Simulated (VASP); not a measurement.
# NaI in VASP: further runs

NaI is run at these levels: PBE+D3(BJ), PBE; tasks: single point.

All numbers are computed with VASP 6.6.1; they aren't measurements. Logs are shortened: lines on timing, memory, paths and dates and some standing lists are left out, and cuts for length are marked.

### Step 1. The cell of the first run

The typed cell holds 2 atoms: a = 4.496 Å, b = 4.496 Å, c = 4.496 Å, α = 60.01°, β = 60.01°, γ = 60.01°.

### Step 2. Single point, PBE+D3(BJ)

INCAR reads:

```
SYSTEM = NaI
  ALGO = Normal
  EDIFF = 1E-7
  ENCUT = 520
  GGA = PE
  ISIF = 2
  ISMEAR = 0
  ISYM = 0
  IVDW = 12
  LASPH = .TRUE.
  LCHARG = .FALSE.
  LREAL = .FALSE.
  LWAVE = .FALSE.
  NBANDS = 14
  NELM = 60
  PREC = Accurate
  SIGMA = 0.01
```

KPOINTS reads:

```
Automatic mesh
0
Gamma
  6 6 6
  0.5 0.5 0.5
```

POSCAR reads:

```
NaI
1.0
   -0.0005510563      3.1793113897      3.1793113897
    3.1793113897     -0.0005510563      3.1793113897
    3.1793113897      3.1793113897     -0.0005510563
Na I
1 1
Direct
    0.0000000000      0.0000000000      0.0000000000
    0.5000000000      0.5000000000      0.5000000000
```

Potentials or basis: VASP PAW PBE potentials, release 64 (Na_pv, I).

Run with:

```
$ cat potpaw_PBE.64/Na_pv/POTCAR potpaw_PBE.64/I/POTCAR > POTCAR
$ mpirun -np 1 vasp_std > vasp.out
```

OUTCAR:

```text
SYSTEM = NaI
   EDIFF = 1E-7
   ENCUT = 520
   GGA = PE
   ISIF = 2
   ISMEAR = 0
   ISYM = 0
   IVDW = 12
   LASPH = .TRUE.
   LREAL = .FALSE.
   NELM = 60
   PREC = Accurate
 IVDW          = 12

 ion  position               nearest neighbor table
   1  0.000  0.000  0.000-   2 3.18   2 3.18   2 3.18   2 3.18   2 3.18   2 3.18
   2  0.500  0.500  0.500-   1 3.18   1 3.18   1 3.18   1 3.18   1 3.18   1 3.18

IMPORTANT INFORMATION: All symmetrisations will be switched off!
NOSYMM: (Re-)initialisation of all symmetry stuff for point group C_1.

----------------------------------------------------------------------------------------

                                     Primitive cell

  volume of cell :      64.2898

  direct lattice vectors                    reciprocal lattice vectors
    -0.000551056  3.179311390  3.179311390    -0.157225878  0.157253134  0.157253134
     3.179311390 -0.000551056  3.179311390     0.157253134 -0.157225878  0.157253134
     3.179311390  3.179311390 -0.000551056     0.157253134  0.157253134 -0.157225878

  length of vectors
     4.496225320  4.496225320  4.496225320     0.272354682  0.272354682  0.272354682

  position of ions in fractional coordinates (direct lattice)
     0.000000000  0.000000000  0.000000000
     0.500000000  0.500000000  0.500000000

  ion indices of the primitive-cell ions
   primitive index   ion index
                 1           1
                 2           2

----------------------------------------------------------------------------------------

 KPOINTS: Automatic mesh

Automatic generation of k-mesh.
 Grid dimensions read from file:
 generate k-points for:    6    6    6

 Generating k-lattice:

  Cartesian coordinates                     Fractional coordinates (reciprocal lattice)
    -0.026204313  0.026208856  0.026208856     0.166666667  0.000000000  0.000000000
     0.026208856 -0.026204313  0.026208856     0.000000000  0.166666667  0.000000000
     0.026208856  0.026208856 -0.026204313     0.000000000  0.000000000  0.166666667

  Length of vectors
     0.045392447  0.045392447  0.045392447

  Shift w.r.t. Gamma in fractional coordinates (k-lattice)
     0.500000000  0.500000000  0.500000000

 Subroutine IBZKPT returns following result:
 ===========================================

 Found    108 irreducible k-points:

 Following reciprocal coordinates:
            Coordinates               Weight
  0.083333  0.083333  0.083333      2.000000
  0.250000  0.083333  0.083333      2.000000
  0.083333  0.250000  0.083333      2.000000
  0.083333  0.083333  0.250000      2.000000
  0.416667  0.083333  0.083333      2.000000
[... 52 lines left out ...]
   EFERMI =   0.00;   METHOD = LEGACY
   ISMEAR =     0;   SIGMA  =   0.01  broadening in eV -4-tet -1-fermi 0-gaus
   EFERMI_NEDOS =   21; number of points for ismear=-14 and -15
   IALGO  =     38    algorithm
   IMIX   =      4    mixing-type and parameters
     AMIX     =   0.40;   BMIX     =  1.00
     AMIX_MAG =   1.60;   BMIX_MAG =  1.00
  volume/ion in A,a.u.               =      32.14       216.92
  Fermi-wavevector in a.u.,A,eV,Ry     =   0.984926  1.861240 13.198722  0.970079
  Thomas-Fermi vector in A             =   2.116195
   LORBIT       =      0    0 simple, 1 ext, 2 COOP (PROOUT), +10 PAW based schemes
   GGA     = PE    functional components
   LHFCALC =     F    Hartree Fock is set to
   AEXX    =    0.0000 exact exchange contribution
   IVDW    =    12    specifies the selected vdW correction
   LEPSILON=     F    determine dielectric tensor
   LRPA    =     F    only Hartree local field effects (RPA)
 non-spin polarized calculation
 Gauss-broadening in eV      SIGMA  =   0.01
  energy-cutoff  :      520.00
  volume of cell :       64.29
 maximum number of plane-waves:      1753
 NGX is ok and might be reduce to    36
   NGX = 17   NGY = 17   NGZ = 17

 number of electron      14.0000003 magnetization

 Free energy of the ion-electron system (eV)
  ---------------------------------------------------
  ext. energy  EPLUGINS =         0.00000000
  ---------------------------------------------------
  free energy    TOTEN  =        -5.36473397 eV

  energy without entropy =       -5.36473397  energy(sigma->0) =       -5.36473397

 E-fermi :   1.2535     XC(G=0):  -7.9207

 val. band max:        1.1656104532   @ k =   0.0833   0.0833   0.0833
 cond. band min:       5.2476399629   @ k =   0.0833   0.0833   0.0833
 fundamental gap:      4.0820295097
 Fermi energy:         1.2535408047

 k-point     1 :       0.0833    0.0833    0.0833
  band No.  band energies     occupation
      1     -21.1947      2.00000
      2     -21.1942      2.00000
      3     -21.1942      2.00000
      4      -9.9496      2.00000
      5       0.9445      2.00000
      6       1.1656      2.00000
      7       1.1656      2.00000
      8       5.2476      0.00000
      9       8.9118      0.00000
     10       9.1993      0.00000
     11       9.1993      0.00000
     12      10.7749      0.00000
     13      10.7749      0.00000
     14      12.0664      0.00000
[... 377 lines left out ...]
      1     -21.1986      2.00000
      2     -21.1958      2.00000
      3     -21.1951      2.00000
      4      -9.6523      2.00000
      5      -0.5555      2.00000
      6       0.4571      2.00000
      7       0.7282      2.00000
      8       7.0073      0.00000
      9       7.8263      0.00000
     10       8.4605      0.00000
     11      10.1327      0.00000
     12      11.1877      0.00000
     13      13.0868      0.00000
     14      13.8647      0.00000

 [... further k-points ...]

------------------------ aborting loop because EDIFF is reached ----------------------------------------

 Edisp (eV)   -0.53539

 E8    (eV) :    -0.2480

  FORCE on cell =-STRESS in cart. coord.  units (eV):
  Direction    XX          YY          ZZ          XY          YZ          ZX
  --------------------------------------------------------------------------------------
  -------------------------------------------------------------------------------------
  Total       0.00681     0.00681     0.00681    -0.00015    -0.00015    -0.00015
  in kB       0.16978     0.16979     0.16980    -0.00382    -0.00382    -0.00382
  external pressure =        0.17 kB  Pullay stress =        0.00 kB

 VOLUME and BASIS-vectors are now :
 -----------------------------------------------------------------------------
  energy-cutoff  :      520.00
  volume of cell :       64.29
      direct lattice vectors                 reciprocal lattice vectors
    -0.000551056  3.179311390  3.179311390    -0.157225878  0.157253134  0.157253134
     3.179311390 -0.000551056  3.179311390     0.157253134 -0.157225878  0.157253134
     3.179311390  3.179311390 -0.000551056     0.157253134  0.157253134 -0.157225878

 POSITION                                       TOTAL-FORCE (eV/Angst)
 -----------------------------------------------------------------------------------
      0.00000      0.00000      0.00000         0.000000      0.000000     -0.000000
      3.17904      3.17904      3.17904        -0.000000     -0.000000      0.000000
 -----------------------------------------------------------------------------------
    total drift:                                0.000000      0.000000      0.000000

  FREE ENERGIE OF THE ION-ELECTRON SYSTEM (eV)
  ---------------------------------------------------
  free  energy   TOTEN  =        -5.9001267509 eV

  energy  without entropy=       -5.9001267509  energy(sigma->0) =       -5.90012675
```

stdout:

```text
POSCAR found type information on POSCAR NaI
 POSCAR found :  2 types and       2 ions
 scaLAPACK will be used
 LDA part: xc-table for (Slater+PW92), standard interpolation
 POSCAR, INCAR and KPOINTS ok, starting setup
 FFT: planning ... GRIDC
 FFT: planning ... GRID_SOFT
 FFT: planning ... GRID
 WAVECAR not read
 entering main loop
```

Wall time 35 s (1 thread of Intel Xeon 6975P-C (Granite Rapids), shared host); peak memory 0.26 GiB.

Results:

| Item | Value |
| --- | --- |
| Free energy | -5.9001 eV |
| Pressure | 0.0 GPa |
| Band gap on the k mesh | 4.08 eV |
| Dispersion energy per atom | -0.268 eV |

Caveat: spin-orbit coupling is left out, which moves the levels of the heavy elements; a shifted mesh leaves out Γ, where band edges can lie.

### Step 3. Single point, PBE

This run uses another cell than the first one, of 34.77 Å³/atom.

INCAR reads:

```
ALGO     = Normal         # electronic algorithm
EDIFF    = 1E-6           # SCF threshold, eV
ENCUT    = 520            # plane-wave cutoff, eV
GGA      = PE             # functional
ISIF     = 2              # what is computed and relaxed
ISMEAR   = 0              # smearing method
ISYM     = 0            
LASPH    = True           # aspherical terms in the spheres
LCHARG   = False          # write CHGCAR
LREAL    = False          # projectors in reciprocal space
LWAVE    = False          # write WAVECAR
NBANDS   = 14             # bands
NELM     = 100            # most SCF steps
PREC     = Accurate       # precision mode
SIGMA    = 0.01           # smearing width, eV
```

KPOINTS is that of step 2.

POSCAR reads:

```
NaI
1.0
   -0.0004022399      3.2637691447      3.2637691447
    3.2637691447     -0.0004022399      3.2637691447
    3.2637691447      3.2637691447     -0.0004022399
Na I
1 1
Direct
    0.0000000000      0.0000000000      0.0000000000
    0.5000000000      0.5000000000      0.5000000000
```

Potentials or basis: VASP PAW PBE potentials, release 64 (Na_pv, I).

Run with:

```
$ cat potpaw_PBE.64/Na_pv/POTCAR potpaw_PBE.64/I/POTCAR > POTCAR
$ mpirun -np 1 vasp_std > vasp.out
```

Run time: 28 s. Hardware: 1 thread of Intel Xeon 6975P-C (Granite Rapids), shared host; peak memory 0.26 GiB.

Results (log left out):

```yaml
Free_energy: -5.3876 eV
Pressure: 0.0 GPa
Band_gap_on_the_k_mesh: 3.84 eV
```

Levels at points of the mesh, in eV from the valence-band top:
```csv
k point,band 5,band 6,band 7,band 8,band 9,band 10
"(0.08, 0.08, 0.08)",-0.19,0.00,0.00,3.84,7.75,8.02
```

Caveat: spin-orbit coupling is left out, which moves the levels of the heavy elements; a shifted mesh leaves out Γ, where band edges can lie.
